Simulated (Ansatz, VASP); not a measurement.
## Two plane-wave programs on BN

```xyz
2
Lattice="0.0000 1.8048 1.8048 1.8048 0.0000 1.8048 1.8048 1.8048 0.0000" Properties=species:S:1:pos:R:3 pbc="T T T"
B     0.0000    0.0000    0.0000
N     0.9024    0.9024    0.9024
```

Alike in both runs: task single point; functional PBE; k mesh 12 × 12 × 12; occupations fermi-dirac, width 0.02 eV; no spin polarisation.

|  | VASP | Ansatz |
| --- | --- | --- |
| version | VASP 6.6.1 | Ansatz 0.2.0 |
| potentials or method | VASP PAW PBE potentials, release 64 (B, N) | plane waves, PAW |
| plane-wave cutoff (eV) | 520 | 420 |
| valence electrons in the cell | 8 | 8 |

```csv
,VASP,Ansatz,Ansatz less VASP
gap on the k mesh at the Fermi level (eV),4.46,4.48,+0.013
pressure (GPa),5.0,4.7,-0.29
```
